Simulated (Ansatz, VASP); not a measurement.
## HfC: VASP beside Ansatz

POSCAR

```
HfC
1.0
    3.4244312861      0.0000000000      0.0000000000
   -1.7122156430      2.9656446128      0.0000000000
    0.0000000000      0.0000000000      5.3296592188
Hf C
2 2
Direct
    0.6666666667      0.3333333333      0.7500000000
    0.3333333333      0.6666666667      0.2500000000
    0.0000000000      0.0000000000      0.0000000000
    0.0000000000      0.0000000000      0.5000000000
```

File INCAR.step1:

```
  ALGO = Normal
  EDIFF = 1E-4
  ENCUT = 520
  GGA = PE
  ISMEAR = -1
  LASPH = T
  LCHARG = F
  LREAL = F
  LWAVE = T
  NBANDS = 22
  NELM = 60
  PREC = Accurate
  SIGMA = 0.1
```

INCAR.step2

```
  ALGO = Normal
  EDIFF = 1E-6
  ENCUT = 520
  ISIF = 2
  ISMEAR = -1
  ISTART = 1
  LASPH = T
  LCHARG = F
  LMIXTAU = T
  LREAL = F
  LWAVE = F
  METAGGA = R2SCAN
  NBANDS = 22
  NELM = 60
  PREC = Accurate
  SIGMA = 0.1
```

Contents of KPOINTS:

```
k-points
0
Gamma
  8 8 5
```

Input for Ansatz:

```yaml
crystal:
  lattice:
    - [3.4244312860931094, 0.0, 0.0]
    - [-1.7122156430465547, 2.9656446128138416, 0.0]
    - [0.0, 0.0, 5.329659218824394]
  atoms:
    - { symbol: Hf, position: [0.6666666666666666, 0.3333333333333333, 0.75] }
    - { symbol: Hf, position: [0.3333333333333333, 0.6666666666666666, 0.25] }
    - { symbol: C, position: [0.0, 0.0, 0.0] }
    - { symbol: C, position: [0.0, 0.0, 0.5] }
accuracy: low
basis:
  ecutwfc: 761.918814887664
kpoints:
  mp_grid:
    grid: [8, 8, 5]
hamiltonian:
  xc: r2scan
scf:
  mixing:
    algorithm: msr1
    beta: 0.4
    ndim: 12
  occupations:
    method: fermi_dirac
output:
  stress: true
```

Alike in both runs: task single point; functional r2SCAN; k mesh 8 × 8 × 5; no spin polarisation.

|  | VASP | Ansatz |
| --- | --- | --- |
| version | VASP 6.6.1 | Ansatz 0.2.0 |
| potentials or method | VASP PAW PBE potentials, release 64 (Hf_pv, C), cutoff 520 eV | plane waves, PAW |
| occupations | fermi-dirac, width 0.1 eV | fermi-dirac |
| valence electrons in the cell | 28 | 60 |

```tsv
	VASP	Ansatz	Ansatz less VASP
pressure (GPa)	-18.3	-17.2	+1.16
traceless stress, the component that is largest in VASP (GPa)	4.43	4.37	-0.058
```

VASP's potentials were made for PBE, not for r2SCAN. VASP's potentials hold 28 valence electrons a cell and Ansatz's 60, so a difference there can come from the potentials and not from the codes.

Spin-orbit coupling is off throughout.
